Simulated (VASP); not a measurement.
Write the native input for VASP 6.6.1 that does the following.

```yaml
Task: single point
Functional: PBE
Potentials_or_basis: VASP PAW PBE potentials, release 64 (Sc_sv, Al)
Cutoff: 520 eV
k_mesh: 18 × 18 × 6
Occupations: gaussian, width 0.1 eV
Spin: no spin polarisation
Dipole_correction: no
Further_INCAR_settings: ALGO = Fast; EDIFF = 1e-06; NBANDS = 18
```

The structure of ScAl3 lies in POSCAR:

```
ScAl3
1.0
    3.0484713310      0.0000000000      0.0000000000
   -1.5242356655      2.6400536154      0.0000000000
    0.0000000000      0.0000000000      9.2074541844
Sc Al
1 3
Direct
    0.6666666667      0.3333333333      0.0000000000
    0.3333333333      0.6666666667      0.7401129879
    0.3333333333      0.6666666667      0.2598870121
    0.6666666667      0.3333333333      0.5000000000
```

The input as run:

INCAR

```
SYSTEM = ScAl3
ALGO = Fast
EDIFF = 1E-6
ENCUT = 520
GGA = PE
ISIF = 2
ISMEAR = 0
LASPH = .TRUE.
LCHARG = .FALSE.
LREAL = .FALSE.
LWAVE = .FALSE.
NBANDS = 18
NELM = 100
PREC = Accurate
SIGMA = 0.1
```

KPOINTS

```
k-points
0
G
  18 18 6
  0 0 0
```

Potentials or basis: VASP PAW PBE potentials, release 64 (Sc_sv, Al).

The run is started by

```sh
$ cat potpaw_PBE.64/Sc_sv/POTCAR potpaw_PBE.64/Al/POTCAR > POTCAR
$ mpirun -np 1 vasp_std > vasp.out
```

Results of the run:

```
Pressure               : 0.0 GPa
Largest force          : 0.010 eV/Å
Band gap on the k mesh : zero (band 10 reaches 8.27 eV, above the bottom of band 11 at 5.40 eV)
```

It took 6 min on 1 thread of Oxide Virtual Turin-like Processor (shared host), peak memory 0.29 GiB.
